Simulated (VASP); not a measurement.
Write the native input for VASP 6.6.1 that does the following.

```
Task                   : relaxation of shape and atoms at fixed volume
Functional             : LDA
Potentials or basis    : VASP PAW LDA potentials, release 64 (C)
Cutoff                 : 600 eV
k mesh                 : 21 × 21 × 6
Occupations            : fermi-dirac, width 0.15 eV
Spin                   : no spin polarisation
Dipole correction      : no
Further INCAR settings : ALGO = Normal; EDIFF = 1e-07; IBRION = 2; EDIFFG = -0.001; NSW = 80; ISIF = 4
```

The structure of C lies in POSCAR:

```
C
1.0
    2.4611198906      0.0000000000      0.0000000000
   -1.2305599453      2.1313923470      0.0000000000
    0.0000000000      0.0000000000      6.6910741630
C
4
Direct
    0.0000000000      0.0000000000      0.2500000000
    0.0000000000      0.0000000000      0.7500000000
    0.3333333333      0.6666666667      0.2500000000
    0.6666666667      0.3333333333      0.7500000000
```

This cell differs from its parent crystal: volume scaled by 1.02.

The input as run:

INCAR

```
ALGO = Normal ; EDIFF = 1E-7
EDIFFG = -0.001 ; ENCUT = 600
IBRION = 2 ; ISIF = 4
ISMEAR = -1 ; LASPH = T
LCHARG = F ; LREAL = F
LWAVE = F ; NELM = 100
NSW = 80 ; PREC = Accurate
SIGMA = 0.15
```

KPOINTS

```
k-points
0
Gamma
  21 21 6
```

Potentials or basis: VASP PAW LDA potentials, release 64 (C).

The run is started by

```console
$ cat potpaw_LDA.64/C/POTCAR > POTCAR
$ mpirun -np 1 vasp_std > vasp.out
```

It gave:

```json
{
 "Energy gained by relaxing": "2.1 meV/atom",
 "Ionic steps": "3",
 "Pressure after relaxing": "-0.8 GPa",
 "Band gap on the k mesh": "zero (band 8 reaches 4.60 eV, above the bottom of band 9 at 4.58 eV)"
}
```

Wall time 87 s on 1 thread of AMD EPYC 9R45 96-Core Processor (Zen 5) (shared host), peak memory 0.16 GiB.
